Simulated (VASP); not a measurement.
Runs of VASP 6.6.1 on WS2. The structure is that of space group P6_3/mmc (No. 194), or close to it. The cells are those of the table. 

| cell | gap on the mesh (eV) | pressure (GPa) | largest force (eV/Å) |
| --- | --- | --- | --- |
| a = 2.928, b = 2.928, c = 11.772 Å, angles 90.0, 90.0, 120.0°, 6 atoms | (a) | 29.6 | 1.80 |
| a = 3.021, b = 3.021, c = 11.772 Å, angles 90.0, 90.0, 120.0°, 6 atoms | 0.69 | 12.8 | 0.82 |
| a = 3.068, b = 3.068, c = 11.772 Å, angles 90.0, 90.0, 120.0°, 6 atoms | (c) | 6.0 | 0.40 |
| a = 3.161, b = 3.161, c = 11.772 Å, angles 90.0, 90.0, 120.0°, 6 atoms | 0.69 | -4.9 | 0.32 |
| a = 2.975, b = 2.975, c = 11.772 Å, angles 90.0, 90.0, 120.0°, 6 atoms | (b) | 20.6 | 1.29 |

Alike in all rows: task single point; level PBEsol+D3(BJ); potentials or basis VASP PAW PBE potentials, release 64 (W_sv, S); no spin polarisation; k mesh 12 × 12 × 4; cutoff (eV) 520; smearing gaussian 0.05 eV.

Task: Estimate the missing entries.

Result: (a) 0.76; (b) 0.71; (c) 0.68.

Caveats: the PAW data sets were made with another functional, which shifts forces and pressure a little; spin-orbit coupling is left out, which moves the levels of the heavy elements; the stress differs along the axes, from 21 to 34 GPa (at least some runs); the stress differs along the axes, from 9 to 15 GPa (at least some runs); the cell stands under pressure (at least some runs); the cell stands under tension (at least some runs); the stress differs along the axes, from 14 to 24 GPa (at least some runs).

A k mesh can miss the band edges, and the runs leave out spin-orbit coupling on W.
